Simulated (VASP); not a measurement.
# InPd (Pm-3m) in VASP: a series of runs

InPd is run at these levels: PBEsol; tasks: relaxation of cell and atoms.

Everything below comes from runs of VASP 6.6.1. Logs are shortened: lines on timing, memory, paths and dates and some standing lists are left out, and cuts for length are marked.

### Step 1. The cell of the first run

The structure is cubic, space group Pm-3m (No. 221). Conventional cell: a = 3.272 Å, b = 3.272 Å, c = 3.272 Å, α = 90.00°, β = 90.00°, γ = 90.00°. In (site symmetry m-3m) has 8 Pd at 2.83 Å and 6 In at 3.27 Å within 3.7 Å. Within 3.7 Å of Pd (site symmetry m-3m) lie 8 In at 2.83 Å and 6 Pd at 3.27 Å.

### Step 2. Relaxation of cell and atoms, PBEsol, target pressure 10 GPa, at which the enthalpy is minimised

Input file INCAR:

```
SYSTEM = InPd
PREC = Accurate ; ENCUT = 600
EDIFF = 1E-6 ; ISMEAR = -1
SIGMA = 0.05 ; LREAL = .False.
LASPH = .True. ; NELM = 80
ALGO = Normal ; ISIF = 3
LWAVE = .False. ; LCHARG = .False.
GGA = PS ; IBRION = 2
NSW = 80 ; EDIFFG = -0.01
PSTRESS = 100.0
```

Input file KPOINTS:

```
regular mesh
0
Gamma
  8 8 8
  0 0 0
```

Input file POSCAR:

```
InPd
1.0
    3.2718847800      0.0000000000      0.0000000000
    0.0000000000      3.2718847800      0.0000000000
    0.0000000000      0.0000000000      3.2718847800
In Pd
1 1
Direct
    0.0000000000      0.0000000000      0.0000000000
    0.5000000000      0.5000000000      0.5000000000
```

Potentials or basis: VASP PAW PBE potentials, release 64 (In_d, Pd).

Command:

```console
$ cat potpaw_PBE.64/In_d/POTCAR potpaw_PBE.64/Pd/POTCAR > POTCAR
$ mpirun -np 1 vasp_std > vasp.out
```

OUTCAR:

```text
SYSTEM = InPd
   PREC = Accurate
   ENCUT = 600
   EDIFF = 1E-6
   ISMEAR = -1
   LREAL = .False.
   LASPH = .True.
   NELM = 80
   ISIF = 3
   GGA = PS
   IBRION = 2
   NSW = 80
   EDIFFG = -0.01
   PSTRESS = 100.0

 ion  position               nearest neighbor table
   1  0.000  0.000  0.000-   2 2.83   2 2.83   2 2.83   2 2.83   2 2.83   2 2.83   2 2.83   2 2.83

   2  0.500  0.500  0.500-   1 2.83   1 2.83   1 2.83   1 2.83   1 2.83   1 2.83   1 2.83   1 2.83

  LATTYP: Found a simple cubic cell.
 ALAT       =     3.2718847800

  Lattice vectors:

 A1 = (   3.2718847800,   0.0000000000,   0.0000000000)
 A2 = (   0.0000000000,   3.2718847800,   0.0000000000)
 A3 = (   0.0000000000,   0.0000000000,   3.2718847800)

Analysis of symmetry for initial positions (statically):
=====================================================================
 Subroutine PRICEL returns:
 Original cell was already a primitive cell.

 Routine SETGRP: Setting up the symmetry group for a
 simple cubic supercell.

 Subroutine GETGRP returns: Found 48 space group operations
 (whereof 48 operations were pure point group operations)
 out of a pool of 48 trial point group operations.

The static configuration has the point symmetry O_h .

Analysis of symmetry for dynamics (positions and initial velocities):
=====================================================================
 Subroutine PRICEL returns:
 Original cell was already a primitive cell.

 Routine SETGRP: Setting up the symmetry group for a
 simple cubic supercell.

 Subroutine GETGRP returns: Found 48 space group operations
 (whereof 48 operations were pure point group operations)
 out of a pool of 48 trial point group operations.

The dynamic configuration has the point symmetry O_h .

 Subroutine INISYM returns: Found 48 space group operations
 (whereof 48 operations are pure point group operations),
 and found     1 'primitive' translations

----------------------------------------------------------------------------------------

                                     Primitive cell

  volume of cell :      35.0263

  direct lattice vectors                    reciprocal lattice vectors
     3.271884780  0.000000000  0.000000000     0.305634234  0.000000000  0.000000000
     0.000000000  3.271884780  0.000000000     0.000000000  0.305634234  0.000000000
     0.000000000  0.000000000  3.271884780     0.000000000  0.000000000  0.305634234

  length of vectors
     3.271884780  3.271884780  3.271884780     0.305634234  0.305634234  0.305634234

  position of ions in fractional coordinates (direct lattice)
     0.000000000  0.000000000  0.000000000
     0.500000000  0.500000000  0.500000000

[... 99 lines left out ...]
  Thomas-Fermi vector in A             =   2.543589
   LORBIT       =      0    0 simple, 1 ext, 2 COOP (PROOUT), +10 PAW based schemes
   GGA     = PS    functional components
   LHFCALC =     F    Hartree Fock is set to
   AEXX    =    0.0000 exact exchange contribution
   IVDW    =     0    specifies the selected vdW correction
   LEPSILON=     F    determine dielectric tensor
   LRPA    =     F    only Hartree local field effects (RPA)
 conjugate gradient relaxation of ions
 non-spin polarized calculation
  energy-cutoff  :      600.00
  volume of cell :       35.03
 maximum number of plane-waves:      1189
 NGX is ok and might be reduce to    28
   NGX = 13   NGY = 13   NGZ = 13

--------------------------------------- Ionic step        1  -------------------------------------------

 number of electron      23.0000010 magnetization

 Free energy of the ion-electron system (eV)
  ---------------------------------------------------
  ext. energy  EPLUGINS =         0.00000000
  ---------------------------------------------------
  free energy    TOTEN  =        -9.99873429 eV

  energy without entropy =       -9.98854308  energy(sigma->0) =       -9.99363869

------------------------ aborting loop because EDIFF is reached ----------------------------------------

  FORCE on cell =-STRESS in cart. coord.  units (eV):
  Direction    XX          YY          ZZ          XY          YZ          ZX
  --------------------------------------------------------------------------------------
  -------------------------------------------------------------------------------------
  Total       -0.6181269     -0.6181269     -0.6181269     -0.0000000     -0.0000000      0.0000000
  in kB      -28.2744533    -28.2744533    -28.2744533     -0.0000000     -0.0000000      0.0000000
  external PRESSURE =    -128.2744533 kB  Pullay stress =     100.0000000 kB
[... 215 lines left out ...]
--------------------------------------- Ionic step        7  -------------------------------------------

 number of electron      22.9999992 magnetization

 Free energy of the ion-electron system (eV)
  ---------------------------------------------------
  ext. energy  EPLUGINS =         0.00000000
  ---------------------------------------------------
  free energy    TOTEN  =        -9.94650702 eV

  energy without entropy =       -9.93686081  energy(sigma->0) =       -9.94168391

 E-fermi :  11.5637     XC(G=0): -12.8801

 val. band max:       11.5416854680   @ k =   0.3750   0.2500   0.1250
 cond. band min:      11.8811223847   @ k =   0.5000   0.5000   0.5000
 fundamental gap:      0.3394369167
 Fermi energy:        11.5637499425

 k-point     1 :       0.0000    0.0000    0.0000
  band No.  band energies     occupation
      1      -3.4551      2.00000
      2      -3.4551      2.00000
      3      -2.9287      2.00000
      4      -2.9287      2.00000
      5      -2.9287      2.00000
      6       0.8338      2.00000
      7       7.4285      2.00000
      8       7.4285      2.00000
      9       9.1970      2.00000
     10       9.1970      2.00000
     11       9.1970      2.00000
     12      15.9645      0.00000
     13      15.9645      0.00000
     14      15.9645      0.00000
[... 401 lines left out ...]
      2      -3.1504      2.00000
      3      -3.1336      2.00000
      4      -3.1082      2.00000
      5      -2.7259      2.00000
      6       5.0419      2.00000
      7       7.2504      2.00000
      8       7.7052      2.00000
      9       8.1887      2.00000
     10       9.1901      2.00000
     11       9.9326      2.00000
     12      10.5456      2.00000
     13      14.2599      0.00000
     14      15.4385      0.00000
     15      19.9207      0.00000

 [... further k-points ...]

------------------------ aborting loop because EDIFF is reached ----------------------------------------

  FORCE on cell =-STRESS in cart. coord.  units (eV):
  Direction    XX          YY          ZZ          XY          YZ          ZX
  --------------------------------------------------------------------------------------
  -------------------------------------------------------------------------------------
  Total        2.0094058      2.0094058      2.0094058     -0.0000000      0.0000000     -0.0000000
  in kB       99.8530660     99.8530660     99.8530660     -0.0000000      0.0000000     -0.0000000
  external PRESSURE =      -0.1469340 kB  Pullay stress =     100.0000000 kB
[... 21 lines left out ...]
  energy  without entropy=       -9.9368608098  energy(sigma->0) =       -9.94168391

  enthalpy is  TOTEN    =        -7.9341443282 eV   P V=        2.0123626898

 reached required accuracy - stopping structural energy minimisation
```

CONTCAR:

```text
InPd
   1.00000000000000
     3.1827726175953233   -0.0000000000000000    0.0000000000000000
    -0.0000000000000000    3.1827726175953237    0.0000000000000000
     0.0000000000000000   -0.0000000000000000    3.1827726175953237
  In              Pd
     1     1
Direct
     0.0000000000000000    0.0000000000000000    0.0000000000000000
     0.5000000000000000    0.5000000000000000    0.5000000000000000

  0.00000000E+00  0.00000000E+00  0.00000000E+00
  0.00000000E+00  0.00000000E+00  0.00000000E+00
```

It took 2.3 min on 1 thread of Intel Xeon 8259CL, shared host; peak memory 0.18 GiB.

What came out:

| Item | Value |
| --- | --- |
| Free energy | -9.9465 eV |
| Relaxed volume | 16.12 Å³/atom |
| Relaxed cell | a = 3.183 Å, b = 3.183 Å, c = 3.183 Å, α = 90.00°, β = 90.00°, γ = 90.00° |
| Space group after relaxing (to 0.1 Å) | Pm-3m (No. 221) |
| Energy change on relaxing (the run minimises the enthalpy) | +26.1 meV/atom |
| Ionic steps | 7 |
| Pressure after relaxing | 10.0 GPa |
| Band gap on the k mesh | zero (an odd number of electrons rules out a gap without spin polarisation) |

The path:
| step | energy change (eV) | largest force (eV/Å) | pressure (GPa) | volume (Å³) |
| --- | --- | --- | --- | --- |
| 1 | 0.0000 | 0.0000 | -2.83 | 35.03 |
| 2 | 0.6451 | 0.0000 | 43.15 | 28.39 |
| 3 | 0.0464 | 0.0000 | 9.43 | 32.34 |
| 4 | 0.0512 | 0.0000 | 9.87 | 32.26 |
| 5 | 0.0546 | 0.0000 | 10.20 | 32.20 |
| 6 | 0.0495 | 0.0000 | 9.76 | 32.29 |
| 7 | 0.0522 | 0.0000 | 9.99 | 32.24 |

Final structure:
```
In Pd
1.0
     3.18277    0.00000    0.00000
     0.00000    3.18277    0.00000
     0.00000    0.00000    3.18277
In Pd
1 1
Direct
  0.00000 0.00000 0.00000
  0.50000 0.50000 0.50000
```

Levels at points of the mesh, in eV from the Fermi level:
| k point | band 10 | band 11 | band 12 | band 13 | band 14 | band 15 |
| --- | --- | --- | --- | --- | --- | --- |
| (0.00, 0.00, 0.00) | -2.37 | -2.37 | 4.40 | 4.40 | 4.40 | 10.58 |
| (0.50, 0.00, 0.00) | -3.53 | -2.48 | -1.08 | 10.28 | 10.37 | 10.37 |
| (0.50, 0.50, 0.00) | -2.60 | -2.60 | -1.72 | 1.97 | 2.83 | 10.12 |
| (0.50, 0.50, 0.50) | -1.67 | 0.32 | 3.97 | 3.97 | 3.97 | 4.83 |

Caveat: the cell is relaxed towards a set pressure, so the run minimises the enthalpy, not the energy; the PAW data sets were made with another functional, which shifts forces and pressure a little; spin-orbit coupling is left out, which moves the levels of the heavy elements.

### Step 3. Relaxation of cell and atoms, PBEsol, target pressure 20 GPa, at which the enthalpy is minimised

Input file INCAR:

```
PREC = Accurate
ENCUT = 600
EDIFF = 1E-7
ISMEAR = -1
SIGMA = 0.05
LREAL = F
LASPH = T
NELM = 60
ALGO = Normal
ISIF = 3
LWAVE = F
LCHARG = F
GGA = PS
IBRION = 2
NSW = 80
EDIFFG = -0.01
PSTRESS = 200.0
```

Input file KPOINTS:

```
regular mesh
0
Gamma
  8 8 8
```

POSCAR is that of step 2.

Potentials or basis: VASP PAW PBE potentials, release 64 (In_d, Pd).

Command:

```console
$ cat potpaw_PBE.64/In_d/POTCAR potpaw_PBE.64/Pd/POTCAR > POTCAR
$ mpirun -np 1 vasp_std > vasp.out
```

Wall time 2.3 min (1 thread of Intel Xeon 8259CL, shared host); peak memory 0.18 GiB.

Results (log left out):

```yaml
Free_energy: -9.8111 eV
Relaxed_volume: 15.39 Å³/atom
Relaxed_cell: a = 3.134 Å, b = 3.134 Å, c = 3.134 Å, α = 90.00°, β = 90.00°, γ = 90.00°
Space_group_after_relaxing_to_0.1_Å: Pm-3m (No. 221)
Energy_change_on_relaxing_the_run_minimises_the_enthalpy: +93.8 meV/atom
Ionic_steps: 5
Pressure_after_relaxing: 20.0 GPa
Band_gap_on_the_k_mesh: zero (an odd number of electrons rules out a gap without spin polarisation)
```

Step by step:
| step | energy change (eV) | largest force (eV/Å) | pressure (GPa) | volume (Å³) |
| --- | --- | --- | --- | --- |
| 1 | 0.0000 | 0.0000 | -2.87 | 35.03 |
| 2 | 2.9468 | 0.0000 | 131.15 | 23.82 |
| 3 | 0.1501 | 0.0000 | 17.58 | 31.09 |
| 4 | 0.1752 | 0.0000 | 19.22 | 30.88 |
| 5 | 0.1877 | 0.0000 | 19.99 | 30.77 |

Final structure:
```
CELL_PARAMETERS angstrom
3.13368 0.00000 0.00000
0.00000 3.13368 0.00000
0.00000 0.00000 3.13368
ATOMIC_POSITIONS crystal
In 0.00000 0.00000 0.00000
Pd 0.50000 0.50000 0.50000
```

Levels at points of the mesh, in eV from the Fermi level:
| k point | band 9 | band 10 | band 11 | band 12 | band 13 | band 14 | band 15 |
| --- | --- | --- | --- | --- | --- | --- | --- |
| (0.00, 0.00, 0.00) | -2.49 | -2.49 | -2.49 | 4.47 | 4.47 | 4.47 | 11.25 |
| (0.50, 0.00, 0.00) | -3.76 | -3.76 | -2.63 | -1.12 | 10.44 | 10.81 | 10.81 |
| (0.50, 0.50, 0.00) | -2.97 | -2.80 | -2.80 | -1.81 | 2.23 | 3.01 | 10.47 |
| (0.50, 0.50, 0.50) | -1.76 | -1.76 | 0.52 | 4.05 | 4.05 | 4.05 | 5.03 |

Caveat: the cell is relaxed towards a set pressure, so the run minimises the enthalpy, not the energy; the PAW data sets were made with another functional, which shifts forces and pressure a little; spin-orbit coupling is left out, which moves the levels of the heavy elements.

### Step 4. Relaxation of cell and atoms, PBEsol, target pressure 30 GPa, at which the enthalpy is minimised

Input file INCAR:

```
SYSTEM = InPd
ALGO = Normal
EDIFF = 1E-6
EDIFFG = -0.01
ENCUT = 600
GGA = PS
IBRION = 2
ISIF = 3
ISMEAR = -1
LASPH = .True.
LCHARG = .False.
LREAL = .False.
LWAVE = .False.
NELM = 100
NSW = 80
PREC = Accurate
PSTRESS = 300.0
SIGMA = 0.05
```

Input file KPOINTS:

```
k-points
0
Gamma
  8 8 8
  0 0 0
```

POSCAR is that of step 3.

Command:

```console
$ cat potpaw_PBE.64/In_d/POTCAR potpaw_PBE.64/Pd/POTCAR > POTCAR
$ mpirun -np 1 vasp_std > vasp.out
```

It took 1.9 min on 1 thread of Intel Xeon 8259CL, shared host; peak memory 0.19 GiB.

It converged, with:

- Free energy: -9.6305 eV
- Relaxed volume: 14.80 Å³/atom
- Relaxed cell: a = 3.094 Å, b = 3.094 Å, c = 3.094 Å, α = 90.00°, β = 90.00°, γ = 90.00°
- Space group after relaxing (to 0.1 Å): Pm-3m (No. 221)
- Energy change on relaxing (the run minimises the enthalpy): +184.1 meV/atom
- Ionic steps: 5
- Pressure after relaxing: 30.1 GPa
- Band gap on the k mesh: zero (an odd number of electrons rules out a gap without spin polarisation)

The path:
```
step  energy change (eV)  largest force (eV/Å)  pressure (GPa)  volume (Å³)
   1              0.0000                0.0000           -2.83        35.03
   2              8.2224                0.0000          315.77        19.80
   3              0.2546                0.0000           23.95        30.28
   4              0.3144                0.0000           27.24        29.91
   5              0.3682                0.0000           30.10        29.61
```

Final structure:
```
In Pd
1.0
     3.09365    0.00000    0.00000
     0.00000    3.09365    0.00000
     0.00000    0.00000    3.09365
In Pd
1 1
Direct
  0.00000 0.00000 0.00000
  0.50000 0.50000 0.50000
```

Levels at points of the mesh, in eV from the Fermi level:
| k point | band 10 | band 11 | band 12 | band 13 | band 14 | band 15 |
| --- | --- | --- | --- | --- | --- | --- |
| (0.00, 0.00, 0.00) | -2.61 | -2.61 | 4.52 | 4.52 | 4.52 | 11.93 |
| (0.50, 0.00, 0.00) | -3.96 | -2.77 | -1.16 | 10.57 | 11.19 | 11.19 |
| (0.50, 0.50, 0.00) | -2.97 | -2.97 | -1.89 | 2.45 | 3.17 | 10.75 |
| (0.50, 0.50, 0.50) | -1.83 | 0.68 | 4.11 | 4.11 | 4.11 | 5.20 |

Caveat: the cell is relaxed towards a set pressure, so the run minimises the enthalpy, not the energy; the volume moved by over 15 % at a fixed basis, so the end points are rough; the PAW data sets were made with another functional, which shifts forces and pressure a little; spin-orbit coupling is left out, which moves the levels of the heavy elements.

### Step 5. The runs side by side

| cell | gap on the mesh (eV) | pressure (GPa) |
| --- | --- | --- |
| relaxed to 10 GPa | none | 10.0 |
| relaxed to 20 GPa | none | 20.0 |
| relaxed to 30 GPa | none | 30.1 |

Alike in all rows: task relaxation of cell and atoms; level PBEsol; potentials or basis VASP PAW PBE potentials, release 64 (In_d, Pd); no spin polarisation; k mesh 8 × 8 × 8; cutoff (eV) 600; smearing fermi-dirac 0.05 eV.

Caveats: the cell is relaxed towards a set pressure, so the run minimises the enthalpy, not the energy; the PAW data sets were made with another functional, which shifts forces and pressure a little; spin-orbit coupling is left out, which moves the levels of the heavy elements; the volume moved by over 15 % at a fixed basis, so the end points are rough (at least some runs).

Total energies depend on the potentials used, so only differences within one code and one set of settings carry meaning.
